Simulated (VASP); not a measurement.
# Sr (Fm-3m) in VASP: notebook

Runs on Sr. Level: PBE. Tasks: single point.

Everything below comes from runs of VASP 6.6.1. Logs are shortened: lines on timing, memory, paths and dates and some standing lists are left out, and cuts for length are marked.

## 1. The cell of the first run

Symmetry: Fm-3m, No. 225, cubic system. Conventional cell: a = 6.038 Å, b = 6.038 Å, c = 6.038 Å, α = 90.00°, β = 90.00°, γ = 90.00°. Within 5.6 Å of Sr (site symmetry m-3m) lie 12 Sr at 4.27 Å.

## 2. Single point, PBE

INCAR reads:

```
SYSTEM = Sr
PREC = Accurate ; ENCUT = 520
EDIFF = 1E-6 ; ISMEAR = -1
SIGMA = 0.2 ; LREAL = .FALSE.
LASPH = .TRUE. ; NELM = 60
ALGO = Normal ; ISIF = 2
LWAVE = .FALSE. ; LCHARG = .FALSE.
GGA = PE ; NBANDS = 11
```

KPOINTS reads:

```
regular mesh
0
G
  9 9 9
  0 0 0
```

POSCAR reads:

```
Sr
1.0
    0.0000000000      3.0191365063      3.0191365063
    3.0191365063      0.0000000000      3.0191365063
    3.0191365063      3.0191365063      0.0000000000
Sr
1
Direct
    0.0000000000      0.0000000000      0.0000000000
```

Potentials or basis: VASP PAW PBE potentials, release 64 (Sr_sv).

The run is started by

```bash
> cat potpaw_PBE.64/Sr_sv/POTCAR > POTCAR
> mpirun -np 1 vasp_std > vasp.out
```

OUTCAR:

```text
SYSTEM = Sr
   PREC = Accurate
   ENCUT = 520
   EDIFF = 1E-6
   ISMEAR = -1
   LREAL = .FALSE.
   LASPH = .TRUE.
   NELM = 60
   ISIF = 2
   GGA = PE

 ion  position               nearest neighbor table
   1  0.000  0.000  0.000-

  LATTYP: Found a face centered cubic cell.
 ALAT       =     6.0382730126

  Lattice vectors:

 A1 = (   0.0000000000,   3.0191365063,   3.0191365063)
 A2 = (   3.0191365063,   0.0000000000,   3.0191365063)
 A3 = (   3.0191365063,   3.0191365063,   0.0000000000)

Analysis of symmetry for initial positions (statically):
=====================================================================
 Subroutine PRICEL returns:
 Original cell was already a primitive cell.

 Routine SETGRP: Setting up the symmetry group for a
 face centered cubic supercell.

 Subroutine GETGRP returns: Found 48 space group operations
 (whereof 48 operations were pure point group operations)
 out of a pool of 48 trial point group operations.

The static configuration has the point symmetry O_h .

Analysis of symmetry for dynamics (positions and initial velocities):
=====================================================================
 Subroutine PRICEL returns:
 Original cell was already a primitive cell.

 Routine SETGRP: Setting up the symmetry group for a
 face centered cubic supercell.

 Subroutine GETGRP returns: Found 48 space group operations
 (whereof 48 operations were pure point group operations)
 out of a pool of 48 trial point group operations.

The dynamic configuration has the point symmetry O_h .

 Subroutine INISYM returns: Found 48 space group operations
 (whereof 48 operations are pure point group operations),
 and found     1 'primitive' translations

----------------------------------------------------------------------------------------

                                     Primitive cell

  volume of cell :      55.0400

  direct lattice vectors                    reciprocal lattice vectors
     0.000000000  3.019136506  3.019136506    -0.165610266  0.165610266  0.165610266
     3.019136506  0.000000000  3.019136506     0.165610266 -0.165610266  0.165610266
     3.019136506  3.019136506  0.000000000     0.165610266  0.165610266 -0.165610266

  length of vectors
     4.269703794  4.269703794  4.269703794     0.286845395  0.286845395  0.286845395

  position of ions in fractional coordinates (direct lattice)
     0.000000000  0.000000000  0.000000000

  ion indices of the primitive-cell ions
   primitive index   ion index
                 1           1

----------------------------------------------------------------------------------------

 KPOINTS: regular mesh

Automatic generation of k-mesh.
 Grid dimensions read from file:
 generate k-points for:    9    9    9

 Generating k-lattice:

  Cartesian coordinates                     Fractional coordinates (reciprocal lattice)
    -0.018401141  0.018401141  0.018401141     0.111111111  0.000000000  0.000000000
     0.018401141 -0.018401141  0.018401141     0.000000000  0.111111111  0.000000000
     0.018401141  0.018401141 -0.018401141     0.000000000  0.000000000  0.111111111

  Length of vectors
     0.031871711  0.031871711  0.031871711

  Shift w.r.t. Gamma in fractional coordinates (k-lattice)
     0.000000000  0.000000000  0.000000000

 Subroutine IBZKPT returns following result:
 ===========================================

 Found     35 irreducible k-points:

 Following reciprocal coordinates:
            Coordinates               Weight
  0.000000  0.000000  0.000000      1.000000
  0.111111  0.000000  0.000000      8.000000
  0.222222  0.000000  0.000000      8.000000
  0.333333  0.000000  0.000000      8.000000
  0.444444  0.000000  0.000000      8.000000
  0.111111  0.111111  0.000000      6.000000
[... 16 lines left out ...]
 -0.333333  0.333333  0.000000     12.000000
  0.444444  0.444444  0.000000      6.000000
 [... further k-points ...]
   k-points           NKPTS =     35   k-points in BZ     NKDIM =     35   number of bands    NBANDS=     11
   number of dos      NEDOS =    301   number of ions     NIONS =      1
   total plane-waves  NPLWV =  32768
   dimension x,y,z NGX =    32 NGY =   32 NGZ =   32
   dimension x,y,z NGXF=    64 NGYF=   64 NGZF=   64
   ions per type =               1
   NGX,Y,Z   is equivalent  to a cutoff of  12.46, 12.46, 12.46 a.u.
   NGXF,Y,Z  is equivalent  to a cutoff of  24.92, 24.92, 24.92 a.u.
 SYSTEM =  Sr
   PREC   = accura    normal or accurate (medium, high low for compatibility)
   ISTART =      0    job   : 0-new  1-cont  2-samecut
   ICHARG =      2    charge: 1-file 2-atom 10-const
   ISPIN  =      1    spin polarized calculation?
   LNONCOLLINEAR =      F non collinear calculations
   LSORBIT =      F    spin-orbit coupling
   LASPH  =      T    aspherical Exc in radial PAW
   ENCUT  =  520.0 eV  38.22 Ry    6.18 a.u.   7.94  7.94  7.94*2*pi/ulx,y,z
   NELM   =     60;   NELMIN=  2; NELMDL= -5     # of ELM steps
   EDIFF  = 0.1E-05   stopping-criterion for ELM
   LREAL  =      F    real-space projection
   EDIFFG = 0.1E-04   stopping-criterion for IOM
   NSW    =      0    number of steps for IOM
   IBRION =     -1    ionic relax: 0-MD 1-quasi-New 2-CG
   NFREE  =      0    steps in history (QN), initial steepest desc. (CG)
   ISIF   =      2    stress and relaxation
   ISYM   =      2    0-nonsym 1-usesym 2-fastsym
   POTIM  = 0.5000    time-step for ionic-motion
   TEBEG  =    0.0;   TEEND  =   0.0 temperature during run
   PSTRESS=    0.0 pullay stress
   NELECT =      10.0000    total number of electrons
   NUPDOWN=      -1.0000    fix difference up-down
   EMIN   =  10.00;   EMAX   =-10.00  energy-range for DOS
   EFERMI =   0.00;   METHOD = LEGACY
   ISMEAR =    -1;   SIGMA  =   0.20  broadening in eV -4-tet -1-fermi 0-gaus
   EFERMI_NEDOS =   21; number of points for ismear=-14 and -15
   IALGO  =     38    algorithm
   IMIX   =      4    mixing-type and parameters
     AMIX     =   0.40;   BMIX     =  1.00
     AMIX_MAG =   1.60;   BMIX_MAG =  1.00
  volume/ion in A,a.u.               =      55.04       371.43
  Fermi-wavevector in a.u.,A,eV,Ry     =   0.927218  1.752189 11.697393  0.859734
  Thomas-Fermi vector in A             =   2.053265
   LORBIT       =      0    0 simple, 1 ext, 2 COOP (PROOUT), +10 PAW based schemes
   GGA     = PE    functional components
   LHFCALC =     F    Hartree Fock is set to
   AEXX    =    0.0000 exact exchange contribution
   IVDW    =     0    specifies the selected vdW correction
   LEPSILON=     F    determine dielectric tensor
   LRPA    =     F    only Hartree local field effects (RPA)
 non-spin polarized calculation
  energy-cutoff  :      520.00
  volume of cell :       55.04
 maximum number of plane-waves:      1491
   NGX = 15   NGY = 15   NGZ = 15

 number of electron      10.0000000 magnetization

 Free energy of the ion-electron system (eV)
  ---------------------------------------------------
  ext. energy  EPLUGINS =         0.00000000
  ---------------------------------------------------
  free energy    TOTEN  =        -1.72388155 eV

  energy without entropy =       -1.54829344  energy(sigma->0) =       -1.63608750

 E-fermi :   1.5096     XC(G=0):  -7.3455

 val. band max:        1.4855155681   @ k =  -0.3333   0.3333   0.1111
 cond. band min:       1.5265486406   @ k =  -0.3333   0.4444   0.2222
 fundamental gap:      0.0410330725
 Fermi energy:         1.5096066601

 k-point     1 :       0.0000    0.0000    0.0000
  band No.  band energies     occupation
      1     -35.0205      2.00000
      2     -16.9102      2.00000
      3     -16.9102      2.00000
      4     -16.9102      2.00000
      5      -2.0615      2.00000
      6       3.9312      0.00001
      7       3.9312      0.00001
      8       3.9312      0.00001
      9       5.4012      0.00000
     10       5.4012      0.00000
     11       8.6796      0.00000

 k-point     2 :       0.1111    0.0000    0.0000
  band No.  band energies     occupation
      1     -35.0189      2.00000
      2     -16.9336      2.00000
      3     -16.9133      2.00000
      4     -16.9133      2.00000
      5      -1.8641      2.00000
      6       3.6345      0.00005
      7       4.0193      0.00001
      8       4.0193      0.00001
      9       5.2881      0.00000
     10       5.2881      0.00000
     11       9.1567      0.00000

 k-point     3 :       0.2222    0.0000    0.0000
  band No.  band energies     occupation
      1     -35.0148      2.00000
      2     -16.9922      2.00000
      3     -16.9213      2.00000
      4     -16.9213      2.00000
      5      -1.3056      2.00000
      6       3.0129      0.00109
      7       4.1038      0.00000
      8       4.1038      0.00000
      9       5.2721      0.00000
     10       5.2721      0.00000
     11       8.6044      0.00000

 k-point     4 :       0.3333    0.0000    0.0000
  band No.  band energies     occupation
      1     -35.0101      2.00000
      2     -17.0576      2.00000
      3     -16.9303      2.00000
      4     -16.9303      2.00000
      5      -0.4976      1.99991
      6       2.3576      0.02841
      7       3.9500      0.00001
      8       3.9500      0.00001
      9       5.7463      0.00000
     10       5.7463      0.00000
     11       7.7628      0.00000
[... 239 lines left out ...]
 k-point    22 :      -0.4444    0.3333    0.0000
  band No.  band energies     occupation
      1     -35.0028      2.00000
      2     -17.0698      2.00000
      3     -17.0091      2.00000
      4     -16.9678      2.00000
      5       1.2465      1.57680
      6       1.8720      0.28079
      7       2.5404      0.01149
      8       5.0168      0.00000
      9       5.6429      0.00000
     10       6.4404      0.00000
     11       7.1450      0.00000

 k-point    23 :      -0.3333    0.3333    0.0000
  band No.  band energies     occupation
      1     -35.0032      2.00000
      2     -17.0418      2.00000
      3     -17.0406      2.00000
      4     -16.9571      2.00000
      5       1.3988      1.27012
      6       1.9148      0.23305
      7       2.3578      0.02838
      8       4.6862      0.00000
      9       5.6181      0.00000
     10       5.9252      0.00000
     11       8.1327      0.00000

 k-point    24 :       0.4444    0.4444    0.0000
  band No.  band energies     occupation
      1     -35.0027      2.00000
      2     -17.0886      2.00000
      3     -16.9792      2.00000
      4     -16.9792      2.00000
      5       0.8174      1.93911
      6       1.9709      0.18118
      7       2.6650      0.00618
      8       6.1851      0.00000
      9       6.1851      0.00000
     10       6.4101      0.00000
     11       7.5200      0.00000

 [... further k-points ...]

------------------------ aborting loop because EDIFF is reached ----------------------------------------

  FORCE on cell =-STRESS in cart. coord.  units (eV):
  Direction    XX          YY          ZZ          XY          YZ          ZX
  --------------------------------------------------------------------------------------
  -------------------------------------------------------------------------------------
  Total        0.0282327      0.0282327      0.0282327     -0.0000000     -0.0000000     -0.0000000
  in kB        0.8218361      0.8218361      0.8218361     -0.0000000     -0.0000000     -0.0000000
  external PRESSURE =       0.8218361 kB  Pullay stress =       0.0000000 kB

 VOLUME and BASIS-vectors are now :
 -----------------------------------------------------------------------------
  energy-cutoff  :      520.00
  volume of cell :       55.04
      direct lattice vectors                 reciprocal lattice vectors
     0.000000000  3.019136506  3.019136506    -0.165610266  0.165610266  0.165610266
     3.019136506  0.000000000  3.019136506     0.165610266 -0.165610266  0.165610266
     3.019136506  3.019136506  0.000000000     0.165610266  0.165610266 -0.165610266

 POSITION                                       TOTAL-FORCE (eV/Angst)
 -----------------------------------------------------------------------------------
      0.00000      0.00000      0.00000         0.000000     -0.000000     -0.000000
 -----------------------------------------------------------------------------------
    total drift:                                0.000000      0.000000      0.000000

  FREE ENERGIE OF THE ION-ELECTRON SYSTEM (eV)
  ---------------------------------------------------
  free  energy   TOTEN  =        -1.7238815527 eV

  energy  without entropy=       -1.5482934424  energy(sigma->0) =       -1.63608750
```

It took 7.6 s on 1 thread of Intel Xeon 6975P-C (Granite Rapids), shared host; peak memory 0.17 GiB.

Results:

| Quantity | Value |
| --- | --- |
| Free energy | -1.7239 eV |
| Pressure | 0.1 GPa |

(Part 1 of 2 ends here.)
